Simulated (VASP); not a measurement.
A run of VASP 6.6.1 is set up as follows.

Contents of INCAR:

```
SYSTEM = Ge2P
PREC = Accurate ; ENCUT = 600
EDIFF = 1E-7 ; ISMEAR = 0
SIGMA = 0.1 ; LREAL = .False.
LASPH = .True. ; NELM = 100
ALGO = Normal ; ISIF = 3
LWAVE = .False. ; LCHARG = .False.
GGA = PE ; IBRION = 2
NSW = 100 ; EDIFFG = -0.01
```

File KPOINTS:

```
Automatic mesh
0
Gamma
  12 12 16
  0 0 0
```

File POSCAR:

```
Ge2P
1.0
    4.4932444066      0.0000000000      0.0000000000
   -2.2466222033      3.8912638016      0.0000000000
    0.0000000000      0.0000000000      3.0860894104
Ge P
2 1
Direct
    0.6666666667      0.3333333333      0.7419022667
    0.3333333333      0.6666666667      0.2580977333
    0.0000000000      0.0000000000      0.0000000000
```

Potentials or basis: VASP PAW PBE potentials, release 64 (Ge_d, P).

Command:

```bash
$ cat potpaw_PBE.64/Ge_d/POTCAR potpaw_PBE.64/P/POTCAR > POTCAR
$ mpirun -np 1 vasp_std > vasp.out
```

**Question.** Estimate the space group after relaxing (to 0.1 Å).

**Answer.** P6/mmm (No. 191).

**Question.** What does it give for the relaxed volume?

**Answer.** 18.01 Å³/atom.

Final structure:
```
Ge P
1.0
     4.89019    0.00000    0.00000
    -2.44509    4.23503    0.00000
     0.00000    0.00000    2.60834
Ge P
2 1
Direct
  0.66667 0.33333 0.99947
  0.33333 0.66667 0.00053
  0.00000 0.00000 0.00000
```

Caveat: the highest band is partly filled, so the run has too few bands; a cell axis changed by over 15 % at a fixed basis, so the end point is rough.
